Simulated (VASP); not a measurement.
Set up this calculation in VASP 6.6.1, as the native input.

```
Task                   : electric field gradients
Functional             : PBE
Potentials or basis    : VASP PAW PBE potentials, release 64 (Li_sv, O)
Cutoff                 : 650 eV
k mesh                 : 2 × 2 × 2
Occupations            : gaussian, width 0.1 eV
Spin                   : no spin polarisation
Dipole correction      : no
Further INCAR settings : ALGO = Normal; EDIFF = 1e-08; NBANDS = 13
```

The structure of Li2O lies in POSCAR:

```
Li2O
1.0
    0.0000000000      2.3268543819      2.3268543819
    2.3268543819      0.0000000000      2.3268543819
    2.3268543819      2.3268543819      0.0000000000
Li O
2 1
Direct
    0.7500000000      0.7500000000      0.7500000000
    0.2500000000      0.2500000000      0.2500000000
    0.0000000000      0.0000000000      0.0000000000
```

One way to write it, as run:

INCAR

```
PREC = Accurate
ENCUT = 650
EDIFF = 1E-8
ISMEAR = 0
SIGMA = 0.1
LREAL = False
LASPH = True
NELM = 120
ALGO = Normal
ISIF = 2
LWAVE = False
LCHARG = False
GGA = PE
LEFG = True
NBANDS = 13
GGA_COMPAT = False
```

KPOINTS

```
Automatic mesh
0
Gamma
  2 2 2
```

Potentials or basis: VASP PAW PBE potentials, release 64 (Li_sv, O).

Launch:

```bash
$ cat potpaw_PBE.64/Li_sv/POTCAR potpaw_PBE.64/O/POTCAR > POTCAR
$ mpirun -np 1 vasp_std > vasp.out
```

It gave:

```yaml
Pressure: 0.4 GPa
Band_gap_on_the_k_mesh: 4.75 eV, indirect (least direct gap 4.97 eV)
```

Caveat: the k points lie up to 1.17 Å⁻¹ apart; without QUAD_EFG the Cq values of the log hold for a quadrupole moment of 1 mb, not for the nuclei.

It used 4.9 s of CPU time on 1 thread of AMD EPYC 7R13 Processor (Zen 3), on a shared host.
